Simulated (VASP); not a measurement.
Here is a VASP 6.6.1 calculation.

The input POSCAR:

```
MgO
1.0
    3.4840796111      0.0000000000      0.0000000000
   -1.7420398056      3.0173014520      0.0000000000
    0.0000000000      0.0000000000      4.1853171324
Mg O
2 2
Direct
    0.6666666667      0.3333333333      0.7500000000
    0.3333333333      0.6666666667      0.2500000000
    0.6666666667      0.3333333333      0.2500000000
    0.3333333333      0.6666666667      0.7500000000
```

Contents of INCAR.step1:

```
  PREC = Accurate
  ENCUT = 520
  ISMEAR = 0
  SIGMA = 0.01
  LREAL = False
  LASPH = True
  NELM = 60
  NBANDS = 16
  GGA = PE
  ALGO = Normal
  EDIFF = 1E-4
  LWAVE = True
  LCHARG = False
```

INCAR.step2

```
  PREC = Accurate
  ENCUT = 520
  EDIFF = 1E-6
  ISMEAR = 0
  SIGMA = 0.01
  LREAL = False
  LASPH = True
  NELM = 60
  ALGO = Normal
  ISIF = 2
  LWAVE = False
  LCHARG = True
  METAGGA = R2SCAN
  LMIXTAU = True
  LELF = True
  LVHAR = True
  NBANDS = 16
  ISTART = 1
```

KPOINTS

```
Automatic mesh
0
Gamma
  6 6 4
```

Potentials or basis: VASP PAW PBE potentials, release 64 (Mg, O).

The run is started by

```console
$ cat potpaw_PBE.64/Mg/POTCAR potpaw_PBE.64/O/POTCAR > POTCAR
$ cp INCAR.step1 INCAR
$ mpirun -np 1 vasp_std > vasp.out
$ cp INCAR.step2 INCAR
$ mpirun -np 1 vasp_std > vasp.out
```

(1) Predict the band gap on the k mesh.

(2) Estimate the pressure.

Results:

(1) 4.08 eV, direct.

(2) -0.8 GPa.

Caveat: the PAW data sets were made with another functional, which shifts forces and pressure a little.
